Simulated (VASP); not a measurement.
# TiN (Osbornite) (Fm-3m) in VASP: a series of runs

The runs below take TiN (Osbornite) through single point, with PBE, r2SCAN.

All numbers are computed with VASP 6.6.1; they aren't measurements. Logs are shortened: lines on timing, memory, paths and dates and some standing lists are left out, and cuts for length are marked.

## 1. The cell of the first run

Symmetry: Fm-3m, No. 225, cubic system. Conventional cell: a = 4.247 Å, b = 4.247 Å, c = 4.247 Å, α = 90.00°, β = 90.00°, γ = 90.00°. Ti (site symmetry m-3m) has 6 N at 2.12 Å within 2.8 Å. N (site symmetry m-3m) has 6 Ti at 2.12 Å within 2.8 Å.

## 2. Single point, PBE

Contents of INCAR:

```
PREC = Accurate
ENCUT = 520
EDIFF = 1E-6
ISMEAR = -1
SIGMA = 0.02
LREAL = F
LASPH = T
NELM = 80
ALGO = Normal
ISIF = 2
LWAVE = F
LCHARG = T
GGA = PE
LELF = T
LVHAR = T
NBANDS = 16
```

Contents of KPOINTS:

```
Automatic mesh
0
Gamma
  10 10 10
```

Contents of POSCAR:

```
TiN
1.0
    0.0000000000      2.1232657312      2.1232657312
    2.1232657312      0.0000000000      2.1232657312
    2.1232657312      2.1232657312      0.0000000000
Ti N
1 1
Direct
    0.0000000000      0.0000000000      0.0000000000
    0.5000000000      0.5000000000      0.5000000000
```

Potentials or basis: VASP PAW PBE potentials, release 64 (Ti_sv, N).

Started as:

```console
> cat potpaw_PBE.64/Ti_sv/POTCAR potpaw_PBE.64/N/POTCAR > POTCAR
> mpirun -np 1 vasp_std > vasp.out
```

OUTCAR:

```text
PREC = Accurate
   ENCUT = 520
   EDIFF = 1E-6
   ISMEAR = -1
   LREAL = F
   LASPH = T
   NELM = 80
   ISIF = 2
   GGA = PE

 ion  position               nearest neighbor table
   1  0.000  0.000  0.000-   2 2.12   2 2.12   2 2.12   2 2.12   2 2.12   2 2.12
   2  0.500  0.500  0.500-   1 2.12   1 2.12   1 2.12   1 2.12   1 2.12   1 2.12

  LATTYP: Found a face centered cubic cell.
 ALAT       =     4.2465314624

  Lattice vectors:

 A1 = (   0.0000000000,   2.1232657312,   2.1232657312)
 A2 = (   2.1232657312,   0.0000000000,   2.1232657312)
 A3 = (   2.1232657312,   2.1232657312,   0.0000000000)

Analysis of symmetry for initial positions (statically):
=====================================================================
 Subroutine PRICEL returns:
 Original cell was already a primitive cell.

 Routine SETGRP: Setting up the symmetry group for a
 face centered cubic supercell.

 Subroutine GETGRP returns: Found 48 space group operations
 (whereof 48 operations were pure point group operations)
 out of a pool of 48 trial point group operations.

The static configuration has the point symmetry O_h .

Analysis of symmetry for dynamics (positions and initial velocities):
=====================================================================
 Subroutine PRICEL returns:
 Original cell was already a primitive cell.

 Routine SETGRP: Setting up the symmetry group for a
 face centered cubic supercell.

 Subroutine GETGRP returns: Found 48 space group operations
 (whereof 48 operations were pure point group operations)
 out of a pool of 48 trial point group operations.

The dynamic configuration has the point symmetry O_h .

 Subroutine INISYM returns: Found 48 space group operations
 (whereof 48 operations are pure point group operations),
 and found     1 'primitive' translations

----------------------------------------------------------------------------------------

                                     Primitive cell

  volume of cell :      19.1445

  direct lattice vectors                    reciprocal lattice vectors
     0.000000000  2.123265731  2.123265731    -0.235486304  0.235486304  0.235486304
     2.123265731  0.000000000  2.123265731     0.235486304 -0.235486304  0.235486304
     2.123265731  2.123265731  0.000000000     0.235486304  0.235486304 -0.235486304

  length of vectors
     3.002751194  3.002751194  3.002751194     0.407874243  0.407874243  0.407874243

  position of ions in fractional coordinates (direct lattice)
     0.000000000  0.000000000  0.000000000
     0.500000000  0.500000000  0.500000000

  ion indices of the primitive-cell ions
   primitive index   ion index
                 1           1
                 2           2

----------------------------------------------------------------------------------------

 KPOINTS: Automatic mesh

Automatic generation of k-mesh.
 Grid dimensions read from file:
 generate k-points for:   10   10   10

 Generating k-lattice:

  Cartesian coordinates                     Fractional coordinates (reciprocal lattice)
    -0.023548630  0.023548630  0.023548630     0.100000000  0.000000000  0.000000000
     0.023548630 -0.023548630  0.023548630     0.000000000  0.100000000  0.000000000
     0.023548630  0.023548630 -0.023548630     0.000000000  0.000000000  0.100000000

  Length of vectors
     0.040787424  0.040787424  0.040787424

  Shift w.r.t. Gamma in fractional coordinates (k-lattice)
     0.000000000  0.000000000  0.000000000

 Subroutine IBZKPT returns following result:
 ===========================================

 Found     47 irreducible k-points:

 Following reciprocal coordinates:
            Coordinates               Weight
  0.000000  0.000000  0.000000      1.000000
  0.100000  0.000000  0.000000      8.000000
  0.200000  0.000000  0.000000      8.000000
  0.300000  0.000000  0.000000      8.000000
  0.400000  0.000000  0.000000      8.000000
  0.500000  0.000000  0.000000      4.000000
[... 16 lines left out ...]
  0.300000  0.300000  0.000000      6.000000
  0.400000  0.300000  0.000000     24.000000
 [... further k-points ...]
   k-points           NKPTS =     47   k-points in BZ     NKDIM =     47   number of bands    NBANDS=     16
   number of dos      NEDOS =    301   number of ions     NIONS =      2
   total plane-waves  NPLWV =  13824
   dimension x,y,z NGX =    24 NGY =   24 NGZ =   24
   dimension x,y,z NGXF=    48 NGYF=   48 NGZF=   48
   ions per type =               1   1
   NGX,Y,Z   is equivalent  to a cutoff of  13.29, 13.29, 13.29 a.u.
   NGXF,Y,Z  is equivalent  to a cutoff of  26.57, 26.57, 26.57 a.u.
 SYSTEM =  unknown system
   PREC   = accura    normal or accurate (medium, high low for compatibility)
   ISTART =      0    job   : 0-new  1-cont  2-samecut
   ICHARG =      2    charge: 1-file 2-atom 10-const
   ISPIN  =      1    spin polarized calculation?
   LNONCOLLINEAR =      F non collinear calculations
   LSORBIT =      F    spin-orbit coupling
   LASPH  =      T    aspherical Exc in radial PAW
   ENCUT  =  520.0 eV  38.22 Ry    6.18 a.u.   5.58  5.58  5.58*2*pi/ulx,y,z
   NELM   =     80;   NELMIN=  2; NELMDL= -5     # of ELM steps
   EDIFF  = 0.1E-05   stopping-criterion for ELM
   LREAL  =      F    real-space projection
   EDIFFG = 0.1E-04   stopping-criterion for IOM
   NSW    =      0    number of steps for IOM
   IBRION =     -1    ionic relax: 0-MD 1-quasi-New 2-CG
   NFREE  =      0    steps in history (QN), initial steepest desc. (CG)
   ISIF   =      2    stress and relaxation
   ISYM   =      2    0-nonsym 1-usesym 2-fastsym
   POTIM  = 0.5000    time-step for ionic-motion
   TEBEG  =    0.0;   TEEND  =   0.0 temperature during run
   PSTRESS=    0.0 pullay stress
   NELECT =      17.0000    total number of electrons
   NUPDOWN=      -1.0000    fix difference up-down
   EMIN   =  10.00;   EMAX   =-10.00  energy-range for DOS
   EFERMI =   0.00;   METHOD = LEGACY
   ISMEAR =    -1;   SIGMA  =   0.02  broadening in eV -4-tet -1-fermi 0-gaus
   EFERMI_NEDOS =   21; number of points for ismear=-14 and -15
   IALGO  =     38    algorithm
   IMIX   =      4    mixing-type and parameters
     AMIX     =   0.40;   BMIX     =  1.00
     AMIX_MAG =   1.60;   BMIX_MAG =  1.00
  volume/ion in A,a.u.               =       9.57        64.60
  Fermi-wavevector in a.u.,A,eV,Ry     =   1.573536  2.973553 33.688253  2.476017
  Thomas-Fermi vector in A             =   2.674806
   LORBIT       =      0    0 simple, 1 ext, 2 COOP (PROOUT), +10 PAW based schemes
   GGA     = PE    functional components
   LHFCALC =     F    Hartree Fock is set to
   AEXX    =    0.0000 exact exchange contribution
   IVDW    =     0    specifies the selected vdW correction
   LEPSILON=     F    determine dielectric tensor
   LRPA    =     F    only Hartree local field effects (RPA)
 non-spin polarized calculation
  energy-cutoff  :      520.00
  volume of cell :       19.14
 maximum number of plane-waves:       532
 NGX is ok and might be reduce to    24
   NGX = 11   NGY = 11   NGZ = 11

 number of electron      17.0000002 magnetization

 Free energy of the ion-electron system (eV)
  ---------------------------------------------------
  ext. energy  EPLUGINS =         0.00000000
  ---------------------------------------------------
  free energy    TOTEN  =       -19.63905916 eV

  energy without entropy =      -19.63704720  energy(sigma->0) =      -19.63805318

 E-fermi :  11.5249     XC(G=0): -13.0011

 val. band max:       11.2661641197   @ k =   0.4000   0.2000   0.1000
 cond. band min:      11.5267764798   @ k =  -0.4000   0.3000   0.0000
 fundamental gap:      0.2606123601
 Fermi energy:        11.5248838655

 k-point     1 :       0.0000    0.0000    0.0000
  band No.  band energies     occupation
      1     -46.4666      2.00000
      2     -22.4489      2.00000
      3     -22.4489      2.00000
      4     -22.4489      2.00000
      5      -5.6823      2.00000
      6       9.3580      2.00000
[... 8 lines left out ...]
     15      24.5670      0.00000
     16      31.1010      0.00000

 k-point     2 :       0.1000    0.0000    0.0000
  band No.  band energies     occupation
      1     -46.4576      2.00000
      2     -22.5125      2.00000
      3     -22.4542      2.00000
      4     -22.4542      2.00000
      5      -5.4908      2.00000
      6       8.3889      2.00000
[... 8 lines left out ...]
     15      24.6746      0.00000
     16      30.8188      0.00000

 k-point     3 :       0.2000    0.0000    0.0000
  band No.  band energies     occupation
      1     -46.4339      2.00000
      2     -22.6757      2.00000
      3     -22.4681      2.00000
      4     -22.4681      2.00000
      5      -4.9632      2.00000
      6       6.7164      2.00000
[... 8 lines left out ...]
     15      24.4945      0.00000
     16      29.7309      0.00000

 k-point     4 :       0.3000    0.0000    0.0000
  band No.  band energies     occupation
      1     -46.4044      2.00000
      2     -22.8717      2.00000
      3     -22.4852      2.00000
      4     -22.4852      2.00000
      5      -4.2362      2.00000
      6       5.0784      2.00000
[... 8 lines left out ...]
     15      24.2060      0.00000
     16      28.0185      0.00000

 k-point     5 :       0.4000    0.0000    0.0000
  band No.  band energies     occupation
      1     -46.3804      2.00000
      2     -23.0259      2.00000
      3     -22.4989      2.00000
      4     -22.4989      2.00000
      5      -3.5458      2.00000
      6       3.8327      2.00000
[... 8 lines left out ...]
     15      24.6992      0.00000
     16      26.5187      0.00000

 k-point     6 :       0.5000    0.0000    0.0000
  band No.  band energies     occupation
      1     -46.3712      2.00000
      2     -23.0838      2.00000
      3     -22.5041      2.00000
      4     -22.5041      2.00000
      5      -3.2416      2.00000
      6       3.3442      2.00000
[... 8 lines left out ...]
     15      25.1000      0.00000
     16      25.9175      0.00000

 k-point     7 :       0.1000    0.1000    0.0000
  band No.  band energies     occupation
      1     -46.4546      2.00000
      2     -22.5085      2.00000
      3     -22.4682      2.00000
      4     -22.4682      2.00000
      5      -5.4359      2.00000
      6       7.7628      2.00000
[... 8 lines left out ...]
     15      24.7712      0.00000
     16      30.3591      0.00000

 k-point     8 :       0.2000    0.1000    0.0000
  band No.  band energies     occupation
      1     -46.4358      2.00000
      2     -22.6286      2.00000
      3     -22.4892      2.00000
      4     -22.4776      2.00000
      5      -5.0469      2.00000
      6       6.6077      2.00000
[... 8 lines left out ...]
     15      24.7737      0.00000
     16      29.5260      0.00000

 k-point     9 :       0.3000    0.1000    0.0000
  band No.  band energies     occupation
      1     -46.4083      2.00000
      2     -22.8071      2.00000
      3     -22.5090      2.00000
      4     -22.4943      2.00000
      5      -4.4286      2.00000
      6       5.3943      2.00000
[... 8 lines left out ...]
     15      24.3162      0.00000
     16      28.2135      0.00000
[... 172 lines left out ...]
 k-point    19 :       0.5000    0.2000    0.0000
  band No.  band energies     occupation
      1     -46.3608      2.00000
      2     -22.9820      2.00000
      3     -22.6242      2.00000
      4     -22.5555      2.00000
      5      -3.6253      2.00000
      6       4.3347      2.00000
[... 8 lines left out ...]
     15      24.3971      0.00000
     16      25.1044      0.00000

 k-point    20 :      -0.4000    0.2000    0.0000
  band No.  band energies     occupation
      1     -46.3588      2.00000
      2     -22.9874      2.00000
      3     -22.6564      2.00000
      4     -22.5346      2.00000
      5      -3.4977      2.00000
      6       4.1457      2.00000
[... 8 lines left out ...]
     15      24.0419      0.00000
     16      25.1942      0.00000

 k-point    21 :      -0.3000    0.2000    0.0000
  band No.  band energies     occupation
      1     -46.3717      2.00000
      2     -22.9261      2.00000
      3     -22.6546      2.00000
      4     -22.5050      2.00000
      5      -3.7050      2.00000
      6       4.3885      2.00000
[... 8 lines left out ...]
     15      23.5726      0.00000
     16      25.6946      0.00000

 k-point    22 :      -0.2000    0.2000    0.0000
  band No.  band energies     occupation
      1     -46.3943      2.00000
      2     -22.8351      2.00000
      3     -22.6039      2.00000
      4     -22.4780      2.00000
      5      -4.1493      2.00000
      6       5.0365      2.00000
[... 8 lines left out ...]
     15      23.8285      0.00000
     16      26.4428      0.00000

 k-point    23 :       0.3000    0.3000    0.0000
  band No.  band energies     occupation
      1     -46.3842      2.00000
      2     -22.8163      2.00000
      3     -22.5814      2.00000
      4     -22.5814      2.00000
      5      -4.3826      2.00000
      6       5.0522      2.00000
[... 8 lines left out ...]
     15      25.5023      0.00000
     16      26.1710      0.00000

 k-point    24 :       0.4000    0.3000    0.0000
  band No.  band energies     occupation
      1     -46.3654      2.00000
      2     -22.8910      2.00000
      3     -22.6210      2.00000
      4     -22.6023      2.00000
      5      -4.1868      2.00000
      6       5.0265      2.00000
[... 8 lines left out ...]
     15      24.6854      0.00000
     16      25.2779      0.00000

 [... further k-points ...]
[... 5 lines left out ...]
  --------------------------------------------------------------------------------------
  -------------------------------------------------------------------------------------
  Total        0.0527469      0.0527469      0.0527469     -0.0000000      0.0000000      0.0000000
  in kB        4.4143257      4.4143257      4.4143257     -0.0000000      0.0000000      0.0000000
  external PRESSURE =       4.4143257 kB  Pullay stress =       0.0000000 kB

 VOLUME and BASIS-vectors are now :
 -----------------------------------------------------------------------------
  energy-cutoff  :      520.00
  volume of cell :       19.14
      direct lattice vectors                 reciprocal lattice vectors
     0.000000000  2.123265731  2.123265731    -0.235486304  0.235486304  0.235486304
     2.123265731  0.000000000  2.123265731     0.235486304 -0.235486304  0.235486304
     2.123265731  2.123265731  0.000000000     0.235486304  0.235486304 -0.235486304

 POSITION                                       TOTAL-FORCE (eV/Angst)
 -----------------------------------------------------------------------------------
      0.00000      0.00000      0.00000        -0.000000      0.000000      0.000000
      2.12327      2.12327      2.12327         0.000000     -0.000000      0.000000
 -----------------------------------------------------------------------------------
    total drift:                                0.000000     -0.000000     -0.000000

  FREE ENERGIE OF THE ION-ELECTRON SYSTEM (eV)
  ---------------------------------------------------
  free  energy   TOTEN  =       -19.6390591624 eV

  energy  without entropy=      -19.6370472012  energy(sigma->0) =      -19.63805318
```

Wall time 20 s (1 thread of Intel Xeon 8259CL, shared host); peak memory 0.14 GiB.

What came out:

```yaml
Free_energy: -19.6391 eV
Pressure: 0.4 GPa
```

Levels at points of the mesh, in eV from the Fermi level:
```tsv
k point	band 4	band 5	band 6	band 7	band 8	band 9	band 10	band 11	band 12	band 13
(0.00, 0.00, 0.00)	-33.97	-17.21	-2.17	-2.17	-2.17	-0.73	-0.73	-0.73	0.46	0.46
(0.50, 0.00, 0.00)	-34.03	-14.77	-8.18	-5.58	-5.58	1.55	1.55	2.22	5.58	5.58
(0.50, 0.50, 0.00)	-34.18	-15.80	-5.95	-3.35	-3.35	-3.17	1.51	2.25	2.25	3.46
```

## 3. Single point, PBE

This run uses another cell than the first one, of 9.48 Å³/atom, 0.990 times its volume.

Contents of INCAR:

```
SYSTEM = TiN
PREC = Accurate
ENCUT = 520
EDIFF = 1E-6
ISMEAR = -1
SIGMA = 0.02
LREAL = .FALSE.
LASPH = .TRUE.
NELM = 60
ALGO = Normal
ISIF = 2
LWAVE = .FALSE.
LCHARG = .FALSE.
GGA = PE
NBANDS = 16
```

Contents of KPOINTS:

```
Automatic mesh
0
G
  10 10 10
  0 0 0
```

Contents of POSCAR:

```
TiN
1.0
    0.0000000000      2.1161426597      2.1161426597
    2.1161426597      0.0000000000      2.1161426597
    2.1161426597      2.1161426597      0.0000000000
Ti N
1 1
Direct
    0.0000000000      0.0000000000      0.0000000000
    0.5000000000      0.5000000000      0.5000000000
```

Potentials or basis: VASP PAW PBE potentials, release 64 (Ti_sv, N).

Started as:

```console
> cat potpaw_PBE.64/Ti_sv/POTCAR potpaw_PBE.64/N/POTCAR > POTCAR
> mpirun -np 1 vasp_std > vasp.out
```

OUTCAR:

```text
SYSTEM = TiN
   PREC = Accurate
   ENCUT = 520
   EDIFF = 1E-6
   ISMEAR = -1
   LREAL = .FALSE.
   LASPH = .TRUE.
   NELM = 60
   ISIF = 2
   GGA = PE

 ion  position               nearest neighbor table
   1  0.000  0.000  0.000-   2 2.12   2 2.12   2 2.12   2 2.12   2 2.12   2 2.12
   2  0.500  0.500  0.500-   1 2.12   1 2.12   1 2.12   1 2.12   1 2.12   1 2.12

  LATTYP: Found a face centered cubic cell.
 ALAT       =     4.2322853194

  Lattice vectors:

[... 192 lines left out ...]
      6       9.4813      2.00000
[... 433 lines left out ...]
      3     -22.4686      2.00000
      4     -22.4491      2.00000
      5      -4.0973      2.00000
      6       5.1209      2.00000
[... 8 lines left out ...]
     15      24.9485      0.00000
     16      25.5252      0.00000

 [... further k-points ...]
[... 5 lines left out ...]
  --------------------------------------------------------------------------------------
  -------------------------------------------------------------------------------------
  Total        0.3962715      0.3962715      0.3962715     -0.0000000     -0.0000000     -0.0000000
  in kB       33.4995207     33.4995207     33.4995207     -0.0000000     -0.0000000     -0.0000000
  external PRESSURE =      33.4995207 kB  Pullay stress =       0.0000000 kB

 VOLUME and BASIS-vectors are now :
 -----------------------------------------------------------------------------
  energy-cutoff  :      520.00
  volume of cell :       18.95
      direct lattice vectors                 reciprocal lattice vectors
     0.000000000  2.116142660  2.116142660    -0.236278966  0.236278966  0.236278966
     2.116142660  0.000000000  2.116142660     0.236278966 -0.236278966  0.236278966
     2.116142660  2.116142660  0.000000000     0.236278966  0.236278966 -0.236278966

 POSITION                                       TOTAL-FORCE (eV/Angst)
 -----------------------------------------------------------------------------------
      0.00000      0.00000      0.00000         0.000000      0.000000      0.000000
      2.11614      2.11614      2.11614         0.000000      0.000000      0.000000
 -----------------------------------------------------------------------------------
    total drift:                                0.000000     -0.000000     -0.000000

  FREE ENERGIE OF THE ION-ELECTRON SYSTEM (eV)
  ---------------------------------------------------
  free  energy   TOTEN  =       -19.6365979409 eV

  energy  without entropy=      -19.6345923386  energy(sigma->0) =      -19.63559514
```

Wall time 19 s (1 thread of Intel Xeon 8259CL, shared host); peak memory 0.14 GiB.

What came out:

```yaml
Free_energy: -19.6366 eV
Pressure: 3.3 GPa
```

(Part 1 of 2 ends here.)
